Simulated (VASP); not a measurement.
**Yb: single point with LDA**

Yb:

```
Yb
1.0
     3.87990    0.00000    0.00000
    -1.93995    3.36009    0.00000
     0.00000    0.00000    6.38590
Yb
2
Direct
  0.66667 0.33333 0.75000
  0.33333 0.66667 0.25000
```

This isn't the form of Yb at room conditions, which is fcc.

- Program: VASP 6.6.1
- Task: single point
- Functional: LDA
- Potentials or basis: VASP PAW PBE potentials, release 64 (Yb)
- Cutoff: 520 eV
- k mesh: 8 × 8 × 4
- Occupations: fermi-dirac, width 0.05 eV
- Spin: collinear spin, ferromagnetic start
- Starting moments: [1.0, 1.0] μB
- Dipole correction: no
- Further INCAR settings: ALGO = Normal; EDIFF = 1e-06; NBANDS = 35

* Pressure: -5.2 GPa
* Band gap on the k mesh: zero (filled and empty bands overlap)
* Net moment: 0.00 μB per cell
* Valence electrons inside the program's atomic spheres: Yb 22.02

Stress tensor (GPa, compression positive):
```
-5.15  0.00  0.00
 0.00 -5.15  0.00
 0.00  0.00 -5.28
```

Levels at points of the mesh, in eV from the Fermi level:
Spin up:
```
           k point  band 22  band 23  band 24  band 25  band 26  band 27
(0.00, 0.00, 0.00)    -0.32    -0.30    -0.29     0.16     2.52     2.58
(0.50, 0.00, 0.00)    -0.31    -0.30    -0.30     0.02     0.21     1.51
(0.00, 0.00, 0.50)    -0.31    -0.29    -0.29     1.40     1.40     2.57
(0.50, 0.00, 0.50)    -0.32    -0.32    -0.32     0.34     0.34     1.48
```
Spin down:
```
           k point  band 22  band 23  band 24  band 25  band 26  band 27
(0.00, 0.00, 0.00)    -0.32    -0.30    -0.29     0.17     2.52     2.59
(0.50, 0.00, 0.00)    -0.31    -0.30    -0.30     0.02     0.21     1.52
(0.00, 0.00, 0.50)    -0.31    -0.29    -0.29     1.40     1.40     2.57
(0.50, 0.00, 0.50)    -0.32    -0.32    -0.32     0.34     0.34     1.48
```

Run time: 46 min on 1 thread of Intel Xeon 8259CL (shared host), peak memory 0.28 GiB.

Caveat: the cell stands under tension; the PAW data sets were made with another functional, which shifts forces and pressure a little; spin-orbit coupling is left out, which moves the levels of the heavy elements. The state reached can hang on the start; a lower one may exist.
